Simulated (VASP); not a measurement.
# SnGe2N2 (P-6m2) in VASP: a series of runs

Runs on SnGe2N2. Level: PBE. Tasks: single point.

Program: VASP 6.6.1. These are calculated values, not measurements. Logs are shortened: lines on timing, memory, paths and dates and some standing lists are left out, and cuts for length are marked.

## Step 1: The cell of the first run

The structure is hexagonal, space group P-6m2 (No. 187). The conventional cell has a = 3.096 Å, b = 3.096 Å, c = 13.424 Å, α = 90.00°, β = 90.00°, γ = 120.00°. Sn (site symmetry -6m2) has 6 Sn at 3.10 Å within 4.1 Å. Within 2.6 Å of Ge (site symmetry 3m) lie 3 N at 1.90 Å and 1 Ge at 2.56 Å. N (site symmetry 3m) has 3 Ge at 1.90 Å within 2.5 Å.

## Step 2: Single point, PBE (22.28 Å³/atom)

File INCAR:

```
SYSTEM = SnGe2N2
PREC = Accurate
ENCUT = 520
EDIFF = 1E-7
ISMEAR = 0
SIGMA = 0.1
LREAL = .FALSE.
LASPH = .TRUE.
NELM = 60
ALGO = Normal
ISIF = 2
LWAVE = .FALSE.
LCHARG = .FALSE.
GGA = PE
NBANDS = 34
```

File KPOINTS:

```
regular mesh
0
G
  12 12 4
  0 0 0
```

File POSCAR:

```
SnGe2N2
1.0
    3.0958755648      0.0000000000      0.0000000000
   -1.5479377824      2.6811068861      0.0000000000
    0.0000000000      0.0000000000     13.4237214928
Sn Ge N
1 2 2
Direct
    0.0000000000      0.0000000000      0.0000000000
    0.3333333333      0.6666666667      0.5954248541
    0.3333333333      0.6666666667      0.4045751459
    0.6666666667      0.3333333333      0.6436144897
    0.6666666667      0.3333333333      0.3563855103
```

Potentials or basis: VASP PAW PBE potentials, release 64 (Sn_d, Ge_d, N).

Started as:

```console
$ cat potpaw_PBE.64/Sn_d/POTCAR potpaw_PBE.64/Ge_d/POTCAR potpaw_PBE.64/N/POTCAR > POTCAR
$ mpirun -np 1 vasp_std > vasp.out
```

OUTCAR:

```text
SYSTEM = SnGe2N2
   PREC = Accurate
   ENCUT = 520
   EDIFF = 1E-7
   ISMEAR = 0
   LREAL = .FALSE.
   LASPH = .TRUE.
   NELM = 60
   ISIF = 2
   GGA = PE

 ion  position               nearest neighbor table
   1  0.000  0.000  0.000-
   2  0.333  0.667  0.595-   4 1.90   4 1.90   4 1.90   3 2.56
   3  0.333  0.667  0.405-   5 1.90   5 1.90   5 1.90   2 2.56
   4  0.667  0.333  0.644-   2 1.90   2 1.90   2 1.90
   5  0.667  0.333  0.356-   3 1.90   3 1.90   3 1.90

  LATTYP: Found a hexagonal cell.
 ALAT       =     3.0958755648
 C/A-ratio  =     4.3360016292

  Lattice vectors:

 A1 = (   3.0958755648,   0.0000000000,   0.0000000000)
 A2 = (  -1.5479377824,   2.6811068861,   0.0000000000)
 A3 = (   0.0000000000,   0.0000000000,  13.4237214928)

Analysis of symmetry for initial positions (statically):
=====================================================================
 Subroutine PRICEL returns:
 Original cell was already a primitive cell.

 Routine SETGRP: Setting up the symmetry group for a
 hexagonal supercell.

 Subroutine GETGRP returns: Found 12 space group operations
 (whereof 12 operations were pure point group operations)
 out of a pool of 24 trial point group operations.

The static configuration has the point symmetry D_3h.

Analysis of symmetry for dynamics (positions and initial velocities):
=====================================================================
 Subroutine PRICEL returns:
 Original cell was already a primitive cell.

 Routine SETGRP: Setting up the symmetry group for a
 hexagonal supercell.

 Subroutine GETGRP returns: Found 12 space group operations
 (whereof 12 operations were pure point group operations)
 out of a pool of 24 trial point group operations.

The dynamic configuration has the point symmetry D_3h.

 Subroutine INISYM returns: Found 12 space group operations
 (whereof 12 operations are pure point group operations),
 and found     1 'primitive' translations

----------------------------------------------------------------------------------------

                                     Primitive cell

  volume of cell :     111.4219

  direct lattice vectors                    reciprocal lattice vectors
     3.095875565  0.000000000  0.000000000     0.323010399  0.186490141  0.000000000
    -1.547937782  2.681106886  0.000000000     0.000000000  0.372980281  0.000000000
     0.000000000  0.000000000 13.423721493     0.000000000  0.000000000  0.074494990

  length of vectors
     3.095875565  3.095875565 13.423721493     0.372980281  0.372980281  0.074494990

  position of ions in fractional coordinates (direct lattice)
     0.000000000  0.000000000  0.000000000
     0.333333333  0.666666667  0.595424854
     0.333333333  0.666666667  0.404575146
     0.666666667  0.333333333  0.643614490
     0.666666667  0.333333333  0.356385510

  ion indices of the primitive-cell ions
   primitive index   ion index
                 1           1
                 2           2
                 3           3
                 4           4
                 5           5

----------------------------------------------------------------------------------------

 KPOINTS: regular mesh

Automatic generation of k-mesh.
 Grid dimensions read from file:
 generate k-points for:   12   12    4

 Generating k-lattice:

  Cartesian coordinates                     Fractional coordinates (reciprocal lattice)
     0.026917533  0.015540845  0.000000000     0.083333333  0.000000000  0.000000000
     0.000000000  0.031081690  0.000000000     0.000000000  0.083333333  0.000000000
     0.000000000  0.000000000  0.018623748     0.000000000  0.000000000  0.250000000

  Length of vectors
     0.031081690  0.031081690  0.018623748

  Shift w.r.t. Gamma in fractional coordinates (k-lattice)
     0.000000000  0.000000000  0.000000000

 Subroutine IBZKPT returns following result:
 ===========================================

 Found     57 irreducible k-points:

 Following reciprocal coordinates:
            Coordinates               Weight
  0.000000  0.000000  0.000000      1.000000
  0.083333  0.000000  0.000000      6.000000
  0.166667  0.000000  0.000000      6.000000
  0.250000  0.000000  0.000000      6.000000
  0.333333  0.000000  0.000000      6.000000
  0.416667  0.000000  0.000000      6.000000
[... 16 lines left out ...]
  0.250000  0.000000  0.250000     12.000000
  0.333333  0.000000  0.250000     12.000000
 [... further k-points ...]
   k-points           NKPTS =     57   k-points in BZ     NKDIM =     57   number of bands    NBANDS=     34
   number of dos      NEDOS =    301   number of ions     NIONS =      5
   total plane-waves  NPLWV =  57600
   dimension x,y,z NGX =    24 NGY =   24 NGZ =  100
   dimension x,y,z NGXF=    48 NGYF=   48 NGZF=  200
   ions per type =               1   2   2
   NGX,Y,Z   is equivalent  to a cutoff of  12.89, 12.89, 12.38 a.u.
   NGXF,Y,Z  is equivalent  to a cutoff of  25.78, 25.78, 24.77 a.u.
 SYSTEM =  SnGe2N2
   PREC   = accura    normal or accurate (medium, high low for compatibility)
   ISTART =      0    job   : 0-new  1-cont  2-samecut
   ICHARG =      2    charge: 1-file 2-atom 10-const
   ISPIN  =      1    spin polarized calculation?
   LNONCOLLINEAR =      F non collinear calculations
   LSORBIT =      F    spin-orbit coupling
   LASPH  =      T    aspherical Exc in radial PAW
   ENCUT  =  520.0 eV  38.22 Ry    6.18 a.u.   5.76  5.76 24.96*2*pi/ulx,y,z
   NELM   =     60;   NELMIN=  2; NELMDL= -5     # of ELM steps
   EDIFF  = 0.1E-06   stopping-criterion for ELM
   LREAL  =      F    real-space projection
   EDIFFG = 0.1E-05   stopping-criterion for IOM
   NSW    =      0    number of steps for IOM
   IBRION =     -1    ionic relax: 0-MD 1-quasi-New 2-CG
   NFREE  =      0    steps in history (QN), initial steepest desc. (CG)
   ISIF   =      2    stress and relaxation
   ISYM   =      2    0-nonsym 1-usesym 2-fastsym
   POTIM  = 0.5000    time-step for ionic-motion
   TEBEG  =    0.0;   TEEND  =   0.0 temperature during run
   PSTRESS=    0.0 pullay stress
   NELECT =      52.0000    total number of electrons
   NUPDOWN=      -1.0000    fix difference up-down
   EMIN   =  10.00;   EMAX   =-10.00  energy-range for DOS
   EFERMI =   0.00;   METHOD = LEGACY
   ISMEAR =     0;   SIGMA  =   0.10  broadening in eV -4-tet -1-fermi 0-gaus
   EFERMI_NEDOS =   21; number of points for ismear=-14 and -15
   IALGO  =     38    algorithm
   IMIX   =      4    mixing-type and parameters
     AMIX     =   0.40;   BMIX     =  1.00
     AMIX_MAG =   1.60;   BMIX_MAG =  1.00
  volume/ion in A,a.u.               =      22.28       150.38
  Fermi-wavevector in a.u.,A,eV,Ry     =   1.269850  2.399669 21.939654  1.612519
  Thomas-Fermi vector in A             =   2.402869
   LORBIT       =      0    0 simple, 1 ext, 2 COOP (PROOUT), +10 PAW based schemes
   GGA     = PE    functional components
   LHFCALC =     F    Hartree Fock is set to
   AEXX    =    0.0000 exact exchange contribution
   IVDW    =     0    specifies the selected vdW correction
   LEPSILON=     F    determine dielectric tensor
   LRPA    =     F    only Hartree local field effects (RPA)
 non-spin polarized calculation
 Gauss-broadening in eV      SIGMA  =   0.10
  energy-cutoff  :      520.00
  volume of cell :      111.42
 maximum number of plane-waves:      3034
 NGX is ok and might be reduce to    24
   NGX = 11   NGY = 11   NGZ = 49

 number of electron      51.9999973 magnetization

 Free energy of the ion-electron system (eV)
  ---------------------------------------------------
  ext. energy  EPLUGINS =         0.00000000
  ---------------------------------------------------
  free energy    TOTEN  =       -28.42087155 eV

  energy without entropy =      -28.41332004  energy(sigma->0) =      -28.41709579

 E-fermi :   4.1703     XC(G=0):  -8.6406

 val. band max:        4.1703160368   @ k =   0.3333   0.0000   0.5000
 cond. band min:       4.1813402008   @ k =   0.3333   0.0000   0.2500
 fundamental gap:      0.0110241640
 Fermi energy:         4.1703225647

 k-point     1 :       0.0000    0.0000    0.0000
  band No.  band energies     occupation
      1     -22.1325      2.00000
      2     -22.0848      2.00000
      3     -22.0848      2.00000
      4     -22.0720      2.00000
      5     -22.0720      2.00000
      6     -21.9903      2.00000
[... 26 lines left out ...]
     33      10.6034      0.00000
     34      10.9167      0.00000

 k-point     2 :       0.0833    0.0000    0.0000
  band No.  band energies     occupation
      1     -22.1319      2.00000
      2     -22.0850      2.00000
      3     -22.0794      2.00000
      4     -22.0790      2.00000
      5     -22.0663      2.00000
      6     -21.9844      2.00000
[... 26 lines left out ...]
     33      10.3824      0.00000
     34      10.8444      0.00000

 k-point     3 :       0.1667    0.0000    0.0000
  band No.  band energies     occupation
      1     -22.1350      2.00000
      2     -22.0955      2.00000
      3     -22.0812      2.00000
      4     -22.0655      2.00000
      5     -22.0509      2.00000
      6     -21.9919      2.00000
[... 26 lines left out ...]
     33       9.8445      0.00000
     34      10.2153      0.00000

 k-point     4 :       0.2500    0.0000    0.0000
  band No.  band energies     occupation
      1     -22.1467      2.00000
      2     -22.1155      2.00000
      3     -22.0702      2.00000
      4     -22.0488      2.00000
      5     -22.0303      2.00000
      6     -22.0010      2.00000
[... 26 lines left out ...]
     33      10.1163      0.00000
     34      10.4657      0.00000

 k-point     5 :       0.3333    0.0000    0.0000
  band No.  band energies     occupation
      1     -22.1618      2.00000
      2     -22.1343      2.00000
      3     -22.0586      2.00000
      4     -22.0365      2.00000
      5     -22.0110      2.00000
      6     -22.0077      2.00000
[... 621 lines left out ...]
 k-point    22 :       0.1667    0.0000    0.2500
  band No.  band energies     occupation
      1     -22.1350      2.00000
      2     -22.0955      2.00000
      3     -22.0812      2.00000
      4     -22.0655      2.00000
      5     -22.0509      2.00000
      6     -21.9919      2.00000
[... 26 lines left out ...]
     33       9.8445      0.00000
     34      10.2753      0.00000

 k-point    23 :       0.2500    0.0000    0.2500
  band No.  band energies     occupation
      1     -22.1467      2.00000
      2     -22.1155      2.00000
      3     -22.0702      2.00000
      4     -22.0488      2.00000
      5     -22.0303      2.00000
      6     -22.0010      2.00000
[... 26 lines left out ...]
     33      10.1163      0.00000
     34      10.5508      0.00000

 k-point    24 :       0.3333    0.0000    0.2500
  band No.  band energies     occupation
      1     -22.1618      2.00000
      2     -22.1343      2.00000
      3     -22.0586      2.00000
      4     -22.0365      2.00000
      5     -22.0110      2.00000
      6     -22.0077      2.00000
[... 26 lines left out ...]
     33      10.1958      0.00000
     34      10.2184      0.00000

 [... further k-points ...]
[... 5 lines left out ...]
  --------------------------------------------------------------------------------------
  -------------------------------------------------------------------------------------
  Total       -0.1624911     -0.1624911     -0.0643123      0.0000000      0.0000000      0.0000000
  in kB       -2.3365210     -2.3365210     -0.9247709      0.0000000      0.0000000      0.0000000
  external PRESSURE =      -1.8659376 kB  Pullay stress =       0.0000000 kB

 VOLUME and BASIS-vectors are now :
 -----------------------------------------------------------------------------
  energy-cutoff  :      520.00
  volume of cell :      111.42
      direct lattice vectors                 reciprocal lattice vectors
     3.095875565  0.000000000  0.000000000     0.323010399  0.186490141  0.000000000
    -1.547937782  2.681106886  0.000000000     0.000000000  0.372980281  0.000000000
     0.000000000  0.000000000 13.423721493     0.000000000  0.000000000  0.074494990

 POSITION                                       TOTAL-FORCE (eV/Angst)
 -----------------------------------------------------------------------------------
      0.00000      0.00000      0.00000         0.000000      0.000000      0.000000
     -0.00000      1.78740      7.99282        -0.000000     -0.000000      0.020080
     -0.00000      1.78740      5.43090        -0.000000     -0.000000     -0.020080
      1.54794      0.89370      8.63970         0.000000      0.000000     -0.015050
      1.54794      0.89370      4.78402         0.000000      0.000000      0.015050
 -----------------------------------------------------------------------------------
    total drift:                                0.000002     -0.000001     -0.000000

  FREE ENERGIE OF THE ION-ELECTRON SYSTEM (eV)
  ---------------------------------------------------
  free  energy   TOTEN  =       -28.4208715460 eV

  energy  without entropy=      -28.4133200369  energy(sigma->0) =      -28.41709579
```

Wall time 2.9 min (1 thread of Intel Xeon Platinum 8488C (Sapphire Rapids), shared host); peak memory 0.36 GiB.

What came out:

* Free energy: -28.4209 eV
* Pressure: -0.2 GPa
* Largest force: 0.020 eV/Å
* Band gap on the k mesh: zero (bands 26 and 27 overlap by 2.05 eV)

Forces on the atoms (eV/Å):
```
Sn   0.000  0.000  0.000
Ge   0.000  0.000  0.020
Ge   0.000  0.000 -0.020
N    0.000  0.000 -0.015
N    0.000  0.000  0.015
```

Stress tensor (GPa, compression positive):
```
-0.23  0.00  0.00
 0.00 -0.23  0.00
 0.00  0.00 -0.09
```

Caveat: spin-orbit coupling is left out, which moves the levels of the heavy elements.

## Step 3: Single point, PBE (23.80 Å³/atom)

This run uses another cell than the first one, of 23.80 Å³/atom.

File INCAR:

```
PREC = Accurate
ENCUT = 520
EDIFF = 1E-7
ISMEAR = 0
SIGMA = 0.1
LREAL = False
LASPH = True
NELM = 80
ALGO = Normal
ISIF = 2
LWAVE = False
LCHARG = True
GGA = PE
LELF = True
LVHAR = True
NBANDS = 34
```

File KPOINTS:

```
regular mesh
0
Gamma
  12 12 4
```

File POSCAR:

```
SnGe2N2
1.0
    3.0969303672      0.0000000000      0.0000000000
   -1.5484651836      2.6820203717      0.0000000000
    0.0000000000      0.0000000000     14.3262493281
Sn Ge N
1 2 2
Direct
    0.0000000000      0.0000000000      0.0000000000
    0.3333333333      0.6666666667      0.5894392185
    0.3333333333      0.6666666667      0.4105607815
    0.6666666667      0.3333333333      0.6345714112
    0.6666666667      0.3333333333      0.3654285888
```

Potentials or basis: VASP PAW PBE potentials, release 64 (Sn_d, Ge_d, N).

Started as:

```console
$ cat potpaw_PBE.64/Sn_d/POTCAR potpaw_PBE.64/Ge_d/POTCAR potpaw_PBE.64/N/POTCAR > POTCAR
$ mpirun -np 1 vasp_std > vasp.out
```

It took 3.7 min on 1 thread of Intel Xeon Platinum 8488C (Sapphire Rapids), shared host; peak memory 0.38 GiB.

The run converged. Its results:

| Property | Result |
| --- | --- |
| Free energy | -28.4189 eV |
| Pressure | -0.3 GPa |
| Largest force | 0.022 eV/Å |
| Band gap on the k mesh | zero (bands 26 and 27 overlap by 2.05 eV) |

Forces on the atoms (eV/Å):
```
Sn   0.000  0.000  0.000
Ge   0.000  0.000  0.022
Ge   0.000  0.000 -0.022
N    0.000  0.000 -0.021
N    0.000  0.000  0.021
```

Stress tensor (GPa, compression positive):
```
-0.32  0.00  0.00
 0.00 -0.32  0.00
 0.00  0.00 -0.15
```

Levels at points of the mesh, in eV from the Fermi level:
```
           k point  band 22  band 23  band 24  band 25  band 26  band 27  band 28  band 29  band 30  band 31
(0.00, 0.00, 0.00)    -3.80    -3.71    -3.71    -2.36    -2.09    -0.38     2.06     3.39     5.20     5.20
(0.50, 0.00, 0.00)    -5.28    -5.13    -3.82    -3.51    -3.24     0.17     1.48     1.80     2.89     4.72
(0.00, 0.00, 0.50)    -3.80    -3.71    -3.71    -2.44    -1.99    -0.40     2.06     3.41     5.20     5.20
(0.50, 0.00, 0.50)    -5.28    -5.13    -3.82    -3.51    -3.24     0.17     1.49     1.80     2.89     4.72
```

Caveat: spin-orbit coupling is left out, which moves the levels of the heavy elements.

The gap in the log of VASP goes by the Fermi energy; the results here count the filled bands.